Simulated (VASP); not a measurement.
A run of VASP 6.6.1:

File INCAR:

```
PREC = Accurate ; ENCUT = 520
EDIFF = 1E-6 ; ISMEAR = 0
SIGMA = 0.15 ; LREAL = False
LASPH = True ; NELM = 80
ALGO = Fast ; ISIF = 2
LWAVE = False ; LCHARG = False
GGA = PS ; NBANDS = 31
```

KPOINTS

```
regular mesh
0
Gamma
  10 8 8
```

The input POSCAR:

```
TiAl3
1.0
   -3.9479576782      0.0000000000      0.0000000000
    0.0000000000      3.9479576782      3.9479576782
    0.0000000000      3.9479576782     -3.9479576782
Ti Al
2 6
Direct
    0.0000000000     -0.0033941600     -0.0033941600
    0.0000000000      0.5033941600      0.5033941600
    0.5000000000      0.7453646920      0.7546353080
    0.5000000000      0.2546353080      0.2453646920
    0.5000000000      0.7453646920      0.2453646920
    0.5000000000      0.2546353080      0.7546353080
    1.0000000000      0.4977004941      0.0022995059
    1.0000000000      0.0022995059      0.4977004941
```

Potentials or basis: VASP PAW PBE potentials, release 64 (Ti_sv, Al).

Launch:

```bash
$ cat potpaw_PBE.64/Ti_sv/POTCAR potpaw_PBE.64/Al/POTCAR > POTCAR
$ mpirun -np 1 vasp_std > vasp.out
```

Hardware: 1 thread of Intel(R) Xeon(R) Platinum 8259CL CPU @ 2.50GHz (Skylake/Cascade Lake), on a shared host.

Question: Estimate the wall time of this run.

Answer: Wall time 22 min on 1 thread of Intel(R) Xeon(R) Platinum 8259CL CPU @ 2.50GHz (Skylake/Cascade Lake), on a shared host, peak memory 0.49 GiB. Counts: scf iterations 36, k points 126.
